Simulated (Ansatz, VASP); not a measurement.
**One calculation of GaSb, two programs**

```
CELL_PARAMETERS angstrom
0.00000 3.09925 3.09925
3.09925 0.00000 3.09925
3.09925 3.09925 0.00000
ATOMIC_POSITIONS crystal
Ga 0.00000 0.00000 0.00000
Sb 0.75000 0.75000 0.75000
```

Change from the starting cell: volume scaled by 1.04.

Alike in both runs: task single point; functional PBE; k mesh 12 × 12 × 12; occupations fermi-dirac, width 0.08 eV; no spin polarisation.

```csv
,VASP,Ansatz
version,VASP 6.6.1,Ansatz 0.2.0
potentials or method,"VASP PAW PBE potentials, release 64 (Ga_d, Sb), cutoff 520 eV","all-electron LAPW, scalar-relativistic"
```

|  | VASP | Ansatz | Ansatz less VASP |
| --- | --- | --- | --- |
| pressure (GPa) | 0.4 | 0.3 | -0.07 |

Ansatz ran all-electron here, and VASP with PAW potentials.

Spin-orbit coupling is off throughout.
